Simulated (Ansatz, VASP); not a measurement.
## One calculation of TaIn2, two programs

The input INCAR:

```
PREC = Accurate
ENCUT = 600
EDIFF = 1E-6
ISMEAR = 0
SIGMA = 0.1
LREAL = False
LASPH = True
NELM = 80
ALGO = Fast
ISIF = 3
LWAVE = False
LCHARG = False
GGA = PE
IBRION = 2
NSW = 100
EDIFFG = -0.01
```

File KPOINTS:

```
Automatic mesh
0
Gamma
  12 12 16
```

POSCAR

```
TaIn2
1.0
    5.0168941691      0.0000000000      0.0000000000
   -2.5084470845      4.3447577985      0.0000000000
    0.0000000000      0.0000000000      2.8856963981
Ta In
1 2
Direct
    0.0000000000      0.0000000000      0.0000000000
    0.3333333333      0.6666666667      0.5000000000
    0.6666666667      0.3333333333      0.5000000000
```

Input for Ansatz:

```yaml
crystal:
  lattice:
    - [5.0168941691, 0.0, 0.0]
    - [-2.5084470845, 4.3447577985, 0.0]
    - [0.0, 0.0, 2.8856963981]
  atoms:
    - { symbol: Ta, position: [0.0, 0.0, 0.0] }
    - { symbol: In, position: [0.3333333333, 0.6666666667, 0.5] }
    - { symbol: In, position: [0.6666666667, 0.3333333333, 0.5] }
basis:
  ecutwfc: 420
kpoints:
  mp_grid: { grid: [12, 12, 16] }
hamiltonian:
  xc: pbe
scf:
  occupations: { method: gaussian, width: 0.1 }
output:
  forces: true
  stress: true
  eigenvalues: true
relax:
  adjacent_minimum: "off"
  f_tol: 0.01
  max_steps: 80
  cell: { stress_tol: 0.05 }
```

Alike in both runs: task relaxation of cell and atoms; functional PBE; k mesh 12 × 12 × 16; occupations gaussian, width 0.1 eV; no spin polarisation.

```csv
,VASP,Ansatz
version,VASP 6.6.1,Ansatz 0.2.0
potentials or method,"VASP PAW PBE potentials, release 64 (Ta_pv, In_d), cutoff 600 eV","scalar-relativistic, plane waves, PAW"
valence electrons in the cell,37,39
```

Ansatz gave:

| Item | Value |
| --- | --- |
| gap on the k mesh at the Fermi level, each at its own relaxed structure (eV) | none |
| relaxed volume (Å³/atom) | 20.95 |
| relaxed length of the cell vector where the two differ most in proportion (Å) | 5.018 |

Question: What did VASP give for the same quantities?

Answer: gap on the k mesh at the Fermi level, each at its own relaxed structure (eV): none; relaxed volume (Å³/atom): 20.96; relaxed length of the cell vector where the two differ most in proportion (Å): 5.019.

A gap of «none» marks a metal or a gap that the smearing closes. VASP's potentials hold 37 valence electrons a cell and Ansatz's 39, so a difference there can come from the potentials and not from the codes.

Spin-orbit coupling is off throughout.
